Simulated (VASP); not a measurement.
The system is HfSiO4.

```
Hf Si O
1.0
     3.30985    0.00000    0.00000
     0.00000    3.30985    0.00000
     0.00000    0.00000    5.74003
Hf Si O
1 1 4
Direct
  0.50000 0.50000 0.50000
  0.00000 0.00000 0.00000
  0.00000 0.00000 0.71859
  0.00000 0.00000 0.28141
  0.50000 0.00000 0.00000
  0.00000 0.50000 0.00000
```

The cell was generated, and may not be a known phase.

* Program: VASP 6.6.1
* Task: relaxation of cell and atoms
* Functional: PBE
* Potentials or basis: VASP PAW PBE potentials, release 64 (Hf_pv, Si, O)
* Cutoff: 600 eV
* k mesh: 6 × 6 × 4
* Occupations: gaussian, width 0.1 eV
* Spin: no spin polarisation

At the start: pressure 9.8 GPa; volume 10.48 Å³/atom.

Task: Where does the relaxation end?

Result: Over 12 steps the energy falls by 340.1 meV/atom and the volume is 10.57 Å³/atom (+0.9 %); space group P4/mmm (No. 123, to 0.1 Å) before and after.

Step by step:
```csv
step,energy change (eV),largest force (eV/Å),pressure (GPa),volume (Å³)
1,0.0000,8.7244,9.79,62.88
2,-0.3615,6.9842,-8.19,68.61
3,-1.8365,0.5991,-10.00,65.61
4,-1.8408,0.3708,-9.77,65.51
5,-1.8419,0.1965,-9.58,65.43
6,-1.9318,0.0952,11.86,60.39
7,-2.0181,0.1283,2.04,62.37
8,-2.0363,0.1718,0.86,63.06
9,-2.0375,0.2844,0.37,63.32
10,-2.0404,0.0027,-0.65,63.72
11,-2.0405,0.0394,-0.53,63.67
12,-2.0407,0.0311,0.38,63.44
```

Final structure:
```xyz
6
Lattice="3.1987 0.0000 0.0000 0.0000 3.1987 0.0000 0.0000 0.0000 6.2001" Properties=species:S:1:pos:R:3 pbc="T T T"
Hf    1.5994    1.5994    3.1000
Si    0.0000    3.1987    0.0000
O     0.0000    0.0000    4.2126
O     0.0000    0.0000    1.9875
O     1.5994    3.1987    0.0000
O     0.0000    1.5994    0.0000
```
